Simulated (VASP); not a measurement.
# NaCl (Pm-3m) in VASP: a series of runs

The runs below take NaCl through single point, with r2SCAN.

Program: VASP 6.6.1. These are calculated values, not measurements. Logs are shortened: lines on timing, memory, paths and dates and some standing lists are left out, and cuts for length are marked.

### 1 The cell of the first run

It takes space group Pm-3m (No. 221, cubic). The conventional cell has a = 3.389 Å, b = 3.389 Å, c = 3.389 Å, α = 90.00°, β = 90.00°, γ = 90.00°. Within 3.9 Å of Na (site symmetry m-3m) lie 8 Cl at 2.93 Å and 6 Na at 3.39 Å. Cl (site symmetry m-3m) has 8 Na at 2.93 Å and 6 Cl at 3.39 Å within 3.9 Å.

### 2 Single point, r2SCAN (volume changed by -6%)

POSCAR

```
NaCl
1.0
    3.3889230424      0.0000000000      0.0000000000
    0.0000000000      3.3889230424      0.0000000000
    0.0000000000      0.0000000000      3.3889230424
Na Cl
1 1
Direct
    0.0000000000      0.0000000000      0.0000000000
    0.5000000000      0.5000000000      0.5000000000
```

INCAR.step1

```
ALGO     = Normal         # electronic algorithm
EDIFF    = 1E-4           # SCF threshold, eV
ENCUT    = 520            # plane-wave cutoff, eV
GGA      = PE             # functional
ISMEAR   = 0              # smearing method
LASPH    = T              # aspherical terms in the spheres
LCHARG   = F              # write CHGCAR
LREAL    = F              # projectors in reciprocal space
LWAVE    = T              # write WAVECAR
NBANDS   = 14             # bands
NELM     = 80             # most SCF steps
PREC     = Accurate       # precision mode
SIGMA    = 0.01           # smearing width, eV
```

INCAR.step2

```
ALGO     = Normal         # electronic algorithm
EDIFF    = 1E-7           # SCF threshold, eV
ENCUT    = 520            # plane-wave cutoff, eV
ISIF     = 2              # what is computed and relaxed
ISMEAR   = 0              # smearing method
ISTART   = 1            
LASPH    = T              # aspherical terms in the spheres
LCHARG   = F              # write CHGCAR
LMIXTAU  = T            
LREAL    = F              # projectors in reciprocal space
LWAVE    = F              # write WAVECAR
METAGGA  = R2SCAN         # meta-GGA
NBANDS   = 14             # bands
NELM     = 80             # most SCF steps
PREC     = Accurate       # precision mode
SIGMA    = 0.01           # smearing width, eV
```

KPOINTS

```
k-points
0
Gamma
  6 6 6
```

Potentials or basis: VASP PAW PBE potentials, release 64 (Na_pv, Cl).

The run is started by

```
cat potpaw_PBE.64/Na_pv/POTCAR potpaw_PBE.64/Cl/POTCAR > POTCAR
cp INCAR.step1 INCAR
mpirun -np 1 vasp_std > vasp.out
cp INCAR.step2 INCAR
mpirun -np 1 vasp_std > vasp.out
```

OUTCAR:

```text
EDIFF = 1E-7
   ENCUT = 520
   ISIF = 2
   ISMEAR = 0
   ISTART = 1
   LASPH = T
   LREAL = F
   METAGGA = R2SCAN
   NELM = 80
   PREC = Accurate

 ion  position               nearest neighbor table
   1  0.000  0.000  0.000-
   2  0.500  0.500  0.500-

  LATTYP: Found a simple cubic cell.
 ALAT       =     3.3889230424

  Lattice vectors:

 A1 = (   3.3889230424,   0.0000000000,   0.0000000000)
 A2 = (   0.0000000000,   3.3889230424,   0.0000000000)
 A3 = (   0.0000000000,   0.0000000000,   3.3889230424)

Analysis of symmetry for initial positions (statically):
=====================================================================
 Subroutine PRICEL returns:
 Original cell was already a primitive cell.

 Routine SETGRP: Setting up the symmetry group for a
 simple cubic supercell.

 Subroutine GETGRP returns: Found 48 space group operations
 (whereof 48 operations were pure point group operations)
 out of a pool of 48 trial point group operations.

The static configuration has the point symmetry O_h .

Analysis of symmetry for dynamics (positions and initial velocities):
=====================================================================
 Subroutine PRICEL returns:
 Original cell was already a primitive cell.

 Routine SETGRP: Setting up the symmetry group for a
 simple cubic supercell.

 Subroutine GETGRP returns: Found 48 space group operations
 (whereof 48 operations were pure point group operations)
 out of a pool of 48 trial point group operations.

The dynamic configuration has the point symmetry O_h .

 Subroutine INISYM returns: Found 48 space group operations
 (whereof 48 operations are pure point group operations),
 and found     1 'primitive' translations

----------------------------------------------------------------------------------------

                                     Primitive cell

  volume of cell :      38.9211

  direct lattice vectors                    reciprocal lattice vectors
     3.388923042  0.000000000  0.000000000     0.295078993  0.000000000  0.000000000
     0.000000000  3.388923042  0.000000000     0.000000000  0.295078993  0.000000000
     0.000000000  0.000000000  3.388923042     0.000000000  0.000000000  0.295078993

  length of vectors
     3.388923042  3.388923042  3.388923042     0.295078993  0.295078993  0.295078993

  position of ions in fractional coordinates (direct lattice)
     0.000000000  0.000000000  0.000000000
     0.500000000  0.500000000  0.500000000

  ion indices of the primitive-cell ions
   primitive index   ion index
                 1           1
                 2           2

----------------------------------------------------------------------------------------

 KPOINTS: k-points

Automatic generation of k-mesh.
 Grid dimensions read from file:
 generate k-points for:    6    6    6

 Generating k-lattice:

  Cartesian coordinates                     Fractional coordinates (reciprocal lattice)
     0.049179832  0.000000000  0.000000000     0.166666667  0.000000000  0.000000000
     0.000000000  0.049179832  0.000000000     0.000000000  0.166666667  0.000000000
     0.000000000  0.000000000  0.049179832     0.000000000  0.000000000  0.166666667

  Length of vectors
     0.049179832  0.049179832  0.049179832

  Shift w.r.t. Gamma in fractional coordinates (k-lattice)
     0.000000000  0.000000000  0.000000000

 Subroutine IBZKPT returns following result:
 ===========================================

 Found     20 irreducible k-points:

 Following reciprocal coordinates:
            Coordinates               Weight
  0.000000  0.000000  0.000000      1.000000
  0.166667  0.000000  0.000000      6.000000
  0.333333  0.000000  0.000000      6.000000
  0.500000  0.000000  0.000000      3.000000
  0.166667  0.166667  0.000000     12.000000
  0.333333  0.166667  0.000000     24.000000
[... 12 lines left out ...]
  0.500000  0.500000  0.333333      6.000000
  0.500000  0.500000  0.500000      1.000000
   k-points           NKPTS =     20   k-points in BZ     NKDIM =     20   number of bands    NBANDS=     14
   number of dos      NEDOS =    301   number of ions     NIONS =      2
   total plane-waves  NPLWV =  21952
   dimension x,y,z NGX =    28 NGY =   28 NGZ =   28
   dimension x,y,z NGXF=    56 NGYF=   56 NGZF=   56
   ions per type =               1   1
   NGX,Y,Z   is equivalent  to a cutoff of  13.74, 13.74, 13.74 a.u.
   NGXF,Y,Z  is equivalent  to a cutoff of  27.47, 27.47, 27.47 a.u.
 SYSTEM =  unknown system
   PREC   = accura    normal or accurate (medium, high low for compatibility)
   ISTART =      1    job   : 0-new  1-cont  2-samecut
   ICHARG =      0    charge: 1-file 2-atom 10-const
   ISPIN  =      1    spin polarized calculation?
   LNONCOLLINEAR =      F non collinear calculations
   LSORBIT =      F    spin-orbit coupling
   LASPH  =      T    aspherical Exc in radial PAW
   ENCUT  =  520.0 eV  38.22 Ry    6.18 a.u.   6.30  6.30  6.30*2*pi/ulx,y,z
   NELM   =     80;   NELMIN=  2; NELMDL=  0     # of ELM steps
   EDIFF  = 0.1E-06   stopping-criterion for ELM
   LREAL  =      F    real-space projection
   EDIFFG = 0.1E-05   stopping-criterion for IOM
   NSW    =      0    number of steps for IOM
   IBRION =     -1    ionic relax: 0-MD 1-quasi-New 2-CG
   NFREE  =      0    steps in history (QN), initial steepest desc. (CG)
   ISIF   =      2    stress and relaxation
   ISYM   =      2    0-nonsym 1-usesym 2-fastsym
   POTIM  = 0.5000    time-step for ionic-motion
   TEBEG  =    0.0;   TEEND  =   0.0 temperature during run
   PSTRESS=    0.0 pullay stress
   NELECT =      14.0000    total number of electrons
   NUPDOWN=      -1.0000    fix difference up-down
   EMIN   =  10.00;   EMAX   =-10.00  energy-range for DOS
   EFERMI =   0.00;   METHOD = LEGACY
   ISMEAR =     0;   SIGMA  =   0.01  broadening in eV -4-tet -1-fermi 0-gaus
   EFERMI_NEDOS =   21; number of points for ismear=-14 and -15
   IALGO  =     38    algorithm
   IMIX   =      4    mixing-type and parameters
     AMIX     =   0.40;   BMIX     =  1.00
     AMIX_MAG =   1.60;   BMIX_MAG =  1.00
  volume/ion in A,a.u.               =      19.46       131.33
  Fermi-wavevector in a.u.,A,eV,Ry     =   1.164276  2.200162 18.443210  1.355538
  Thomas-Fermi vector in A             =   2.300816
   LORBIT       =      0    0 simple, 1 ext, 2 COOP (PROOUT), +10 PAW based schemes
   METAGGA = R2SCAN    functional components
   LHFCALC =     F    Hartree Fock is set to
   AEXX    =    0.0000 exact exchange contribution
   IVDW    =     0    specifies the selected vdW correction
   LEPSILON=     F    determine dielectric tensor
   LRPA    =     F    only Hartree local field effects (RPA)
 non-spin polarized calculation
 Gauss-broadening in eV      SIGMA  =   0.01
  energy-cutoff  :      520.00
  volume of cell :       38.92
 maximum number of plane-waves:      1068
 NGX is ok and might be reduce to    28
   NGX = 13   NGY = 13   NGZ = 13

 number of electron      14.0000011 magnetization

 Free energy of the ion-electron system (eV)
  ---------------------------------------------------
  ext. energy  EPLUGINS =         0.00000000
  ---------------------------------------------------
  free energy    TOTEN  =       -13.45250455 eV

  energy without entropy =      -13.45250455  energy(sigma->0) =      -13.45250455

 E-fermi :   0.8474     XC(G=0):  -9.3785

 val. band max:        0.7670241403   @ k =   0.5000   0.5000   0.0000
 cond. band min:       5.9642278271   @ k =   0.0000   0.0000   0.0000
 fundamental gap:      5.1972036868
 Fermi energy:         0.8473964747

 k-point     1 :       0.0000    0.0000    0.0000
  band No.  band energies     occupation
      1     -21.9970      2.00000
      2     -21.9970      2.00000
      3     -21.9970      2.00000
      4     -13.5741      2.00000
      5       0.1742      2.00000
      6       0.1742      2.00000
      7       0.1742      2.00000
      8       5.9642      0.00000
      9       9.8170      0.00000
     10       9.8170      0.00000
     11      17.7797      0.00000
     12      17.7797      0.00000
     13      17.7797      0.00000
     14      18.7142      0.00000

 k-point     2 :       0.1667    0.0000    0.0000
  band No.  band energies     occupation
      1     -22.0113      2.00000
      2     -21.9957      2.00000
      3     -21.9957      2.00000
      4     -13.4637      2.00000
      5      -0.7264      2.00000
      6       0.2392      2.00000
      7       0.2392      2.00000
      8       6.7157      0.00000
      9      10.1513      0.00000
     10      10.5910      0.00000
     11      15.9367      0.00000
     12      15.9367      0.00000
     13      17.8896      0.00000
     14      18.0085      0.00000

 k-point     3 :       0.3333    0.0000    0.0000
  band No.  band energies     occupation
      1     -22.0397      2.00000
      2     -21.9931      2.00000
      3     -21.9931      2.00000
      4     -13.2278      2.00000
      5      -2.0900      2.00000
      6       0.3750      2.00000
      7       0.3750      2.00000
      8       7.9836      0.00000
      9      11.0922      0.00000
     10      11.3937      0.00000
     11      14.2492      0.00000
     12      14.2492      0.00000
     13      16.1801      0.00000
     14      18.3430      0.00000
[... 256 lines left out ...]
 k-point    19 :       0.5000    0.5000    0.3333
  band No.  band energies     occupation
      1     -22.0333      2.00000
      2     -22.0333      2.00000
      3     -22.0204      2.00000
      4     -12.4855      2.00000
      5      -1.5842      2.00000
      6      -1.5842      2.00000
      7      -0.9816      2.00000
      8       8.0186      0.00000
      9       9.2063      0.00000
     10       9.2063      0.00000
     11      15.6512      0.00000
     12      16.2009      0.00000
     13      18.2254      0.00000
     14      18.2254      0.00000

 k-point    20 :       0.5000    0.5000    0.5000
  band No.  band energies     occupation
      1     -22.0313      2.00000
      2     -22.0313      2.00000
      3     -22.0313      2.00000
      4     -12.3880      2.00000
      5      -1.4618      2.00000
      6      -1.4618      2.00000
      7      -1.4618      2.00000
      8       8.5051      0.00000
      9       8.5051      0.00000
     10       8.5051      0.00000
     11      14.5578      0.00000
     12      18.7662      0.00000
     13      18.7662      0.00000
     14      18.7662      0.00000

------------------------ aborting loop because EDIFF is reached ----------------------------------------

  FORCE on cell =-STRESS in cart. coord.  units (eV):
  Direction    XX          YY          ZZ          XY          YZ          ZX
  --------------------------------------------------------------------------------------
  -------------------------------------------------------------------------------------
  Total        0.4901087      0.4901087      0.4901087     -0.0000000     -0.0000000     -0.0000000
  in kB       20.1752029     20.1752029     20.1752029     -0.0000000     -0.0000000     -0.0000000
  external PRESSURE =      20.1752029 kB  Pullay stress =       0.0000000 kB

 VOLUME and BASIS-vectors are now :
 -----------------------------------------------------------------------------
  energy-cutoff  :      520.00
  volume of cell :       38.92
      direct lattice vectors                 reciprocal lattice vectors
     3.388923042  0.000000000  0.000000000     0.295078993  0.000000000  0.000000000
     0.000000000  3.388923042  0.000000000     0.000000000  0.295078993  0.000000000
     0.000000000  0.000000000  3.388923042     0.000000000  0.000000000  0.295078993

 POSITION                                       TOTAL-FORCE (eV/Angst)
 -----------------------------------------------------------------------------------
      0.00000      0.00000      0.00000         0.000000      0.000000      0.000000
      1.69446      1.69446      1.69446         0.000000      0.000000      0.000000
 -----------------------------------------------------------------------------------
    total drift:                               -0.000000      0.000000      0.000000

  FREE ENERGIE OF THE ION-ELECTRON SYSTEM (eV)
  ---------------------------------------------------
  free  energy   TOTEN  =       -13.4525045488 eV

  energy  without entropy=      -13.4525045488  energy(sigma->0) =      -13.45250455
```

Wall time 19 s (1 thread of Intel Xeon 6975P-C (Granite Rapids), shared host); peak memory 0.15 GiB.

Results:

| Property | Result |
| --- | --- |
| Free energy | -13.4525 eV |
| Pressure | 2.0 GPa |
| Band gap on the k mesh | 5.20 eV, indirect (least direct gap 5.79 eV) |

Caveat: the PAW data sets were made with another functional, which shifts forces and pressure a little. A k mesh can miss the band edges.

(Part 1 of 2 ends here.)
